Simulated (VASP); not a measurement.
SnPb2O3: single point with PBE

SnPb2O3:

```xyz
6
Lattice="6.3691 0.0000 0.0000 -3.1846 5.5158 0.0000 0.0000 0.0000 3.2457" Properties=species:S:1:pos:R:3 pbc="T T T"
Sn    0.0000    0.0000    0.0000
Pb    3.1846    1.8386    0.0000
Pb    0.0000    3.6772    0.0000
O     3.1846    0.0000    1.6228
O    -1.5923    2.7579    1.6228
O     1.5923    2.7579    1.6228
```

The cell was built from a structure type or drawn by symmetry, and may not be a known phase.

* Program: VASP 6.6.1
* Task: single point
* Functional: PBE
* Potentials or basis: VASP PAW PBE potentials, release 64 (Sn_d, Pb_d, O)
* Cutoff: 520 eV
* k mesh: 6 × 6 × 10
* Occupations: gaussian, width 0.1 eV
* Spin: no spin polarisation
* Dipole correction: no
* Further INCAR settings: ALGO = Normal; EDIFF = 1e-06; NBANDS = 39

The pressure is 0.0 GPa and the band gap on the k mesh is zero (bands 30 and 31 overlap by 1.82 eV).

Levels at points of the mesh, in eV from the Fermi level:
| k point | band 26 | band 27 | band 28 | band 29 | band 30 | band 31 | band 32 | band 33 | band 34 | band 35 |
| --- | --- | --- | --- | --- | --- | --- | --- | --- | --- | --- |
| (0.00, 0.00, 0.00) | -2.27 | -1.84 | -1.84 | -1.74 | 0.76 | 0.76 | 1.39 | 1.86 | 1.86 | 5.85 |
| (0.50, 0.00, 0.00) | -2.21 | -2.13 | -1.89 | -1.84 | -0.18 | 0.09 | 0.20 | 4.27 | 4.37 | 5.35 |
| (0.00, 0.00, 0.50) | -2.65 | -2.44 | -1.76 | -1.76 | -1.46 | 0.00 | 0.00 | 1.27 | 2.30 | 5.61 |
| (0.50, 0.00, 0.50) | -2.20 | -2.08 | -1.90 | -1.65 | -1.14 | -0.36 | 0.78 | 1.56 | 3.99 | 4.19 |

Run time: 80 s on 1 thread of Intel(R) Xeon(R) 6975P-C (Granite Rapids), on a shared host, peak memory 0.33 GiB.

Caveat: spin-orbit coupling is left out, which moves the levels of the heavy elements.
